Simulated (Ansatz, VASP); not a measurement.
## One calculation of SnO, two programs

```
Sn O
1.0
     3.77517    0.00000    0.00000
     0.00000    3.77517    0.00000
     0.00000    0.00000    4.83755
Sn O
2 2
Direct
  0.00000 0.50000 0.23537
  0.50000 0.00000 0.76463
  0.50000 0.50000 0.00000
  0.00000 0.00000 0.00000
```

Alike in both runs: task single point; functional LDA; k mesh 9 × 9 × 7; occupations fermi-dirac, width 0.05 eV; no spin polarisation.

|  | VASP | Ansatz |
| --- | --- | --- |
| version | VASP 6.6.1 | Ansatz 0.2.0 |
| potentials or method | VASP PAW LDA potentials, release 64 (Sn_d, O), cutoff 520 eV | all-electron LAPW, scalar-relativistic |

```csv
,VASP,Ansatz,Ansatz less VASP
gap on the k mesh at the Fermi level (eV),0.24,0.26,+0.018
least direct gap on the mesh (eV),1.96,2.00,+0.048
```

LDA's correlation is that of Perdew and Zunger in VASP and of Perdew and Wang (1992) in Ansatz. Ansatz ran all-electron here, and VASP with PAW potentials.
